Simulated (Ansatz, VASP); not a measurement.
**One calculation of W, two programs**

```
W
1.0
     0.00000   -2.03000   -2.03000
     0.00000    2.03000   -2.03000
     4.06000    0.00000    0.00000
W
2
Cartesian
  1.9300 0.0000 -2.0300
  0.1000 0.0000 0.0000
```

Change from the starting cell: mode 6 (197.5 1/cm) frozen in, largest displacement -0.100 Å.

Alike in both runs: task single point; functional PBEsol; k mesh 16 × 16 × 12; occupations gaussian, width 0.15 eV; no spin polarisation.

|  | VASP | Ansatz |
| --- | --- | --- |
| version | VASP 6.6.1 | Ansatz 0.2.0 |
| potentials or method | VASP PAW PBE potentials, release 64 (W_sv), cutoff 520 eV | scalar-relativistic, plane waves, PAW |
| valence electrons in the cell | 28 | 28 |

Ansatz gave:

| Property | Result |
| --- | --- |
| gap on the k mesh at the Fermi level (eV) | none |
| pressure (GPa) | -8.0 |
| traceless stress, the component that is largest in VASP (GPa) | -9.67 |
| rms of the force components (eV/Å) | 1.247 |

Task: Which values does VASP return?

Result: gap on the k mesh at the Fermi level (eV): none; pressure (GPa): -7.5; traceless stress, the component that is largest in VASP (GPa): -9.73; rms of the force components (eV/Å): 1.262.

VASP's potentials were made for PBE, not for PBEsol. Atom by atom the forces differ by 0.015 eV/Å (rms over components). A gap of «none» marks a metal or a gap that the smearing closes.

Spin-orbit coupling is off throughout.
